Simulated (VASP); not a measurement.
A run of VASP 6.6.1 is set up as follows.

The input INCAR:

```
  ALGO = Normal
  EDIFF = 1E-6
  ENCUT = 520
  GGA = PS
  ISIF = 2
  ISMEAR = 0
  LASPH = True
  LCHARG = True
  LELF = True
  LREAL = False
  LVHAR = True
  LWAVE = False
  NBANDS = 11
  NELM = 60
  PREC = Accurate
  SIGMA = 0.05
```

File KPOINTS:

```
k-points
0
Gamma
  20 20 10
```

Contents of POSCAR:

```
Si
1.0
    2.6971250071      0.0000000000      0.0000000000
   -1.3485625036      2.3357787733      0.0000000000
    0.0000000000      0.0000000000      4.6057630590
Si
2
Direct
    0.3333333333      0.6666666667      0.2500000000
    0.6666666667      0.3333333333      0.7500000000
```

Potentials or basis: VASP PAW PBE potentials, release 64 (Si).

The run is started by

```console
$ cat potpaw_PBE.64/Si/POTCAR > POTCAR
$ mpirun -np 1 vasp_std > vasp.out
```

Estimate the band gap on the k mesh.

zero (bands 4 and 5 overlap by 12.48 eV).

What does it give for the pressure?

-3.2 GPa.

Stress tensor (GPa, compression positive):
```
-3.27  0.00  0.00
 0.00 -3.27  0.00
 0.00  0.00 -3.15
```

Caveat: the cell stands under tension; the PAW data sets were made with another functional, which shifts forces and pressure a little.
